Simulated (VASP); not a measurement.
The system is GaN.

```
CELL_PARAMETERS angstrom
0.00000 2.13524 2.13524
2.13524 0.00000 2.13524
2.13524 2.13524 0.00000
ATOMIC_POSITIONS crystal
Ga 0.00000 0.00000 0.00000
N 0.50000 0.50000 0.50000
```

```yaml
Program: VASP 6.6.1
Task: relaxation of cell and atoms
Functional: LDA
Potentials_or_basis: VASP PAW LDA potentials, release 64 (Ga_d, N)
Cutoff: 600 eV
k_mesh: 8 × 8 × 8
Occupations: gaussian, width 0.01 eV
Spin: no spin polarisation
```

At the start: pressure -12.8 GPa; volume 9.74 Å³/atom.

**Question.** Where does the relaxation end?

**Answer.** Over 6 steps the energy falls by 23.2 meV/atom and the volume is 9.18 Å³/atom (-5.7 %); space group Fm-3m (No. 225, to 0.05 Å).

The path:
| step | energy change (eV) | largest force (eV/Å) | pressure (GPa) | volume (Å³) |
| --- | --- | --- | --- | --- |
| 1 | 0.0000 | 0.0000 | -12.75 | 19.47 |
| 2 | 0.0002 | 0.0000 | 15.79 | 17.37 |
| 3 | -0.0465 | 0.0000 | -0.18 | 18.37 |
| 4 | -0.0465 | 0.0000 | 0.21 | 18.35 |
| 5 | -0.0465 | 0.0000 | -0.31 | 18.38 |
| 6 | -0.0465 | 0.0000 | 0.03 | 18.36 |

Final structure:
```yaml
crystal:
  lattice:
    - [0.00000, 2.09404, 2.09404]
    - [2.09404, 0.00000, 2.09404]
    - [2.09404, 2.09404, 0.00000]
  atoms:
    - { symbol: Ga, position: [0.00000, 0.00000, 0.00000] }
    - { symbol: N, position: [0.50000, 0.50000, 0.50000] }
```
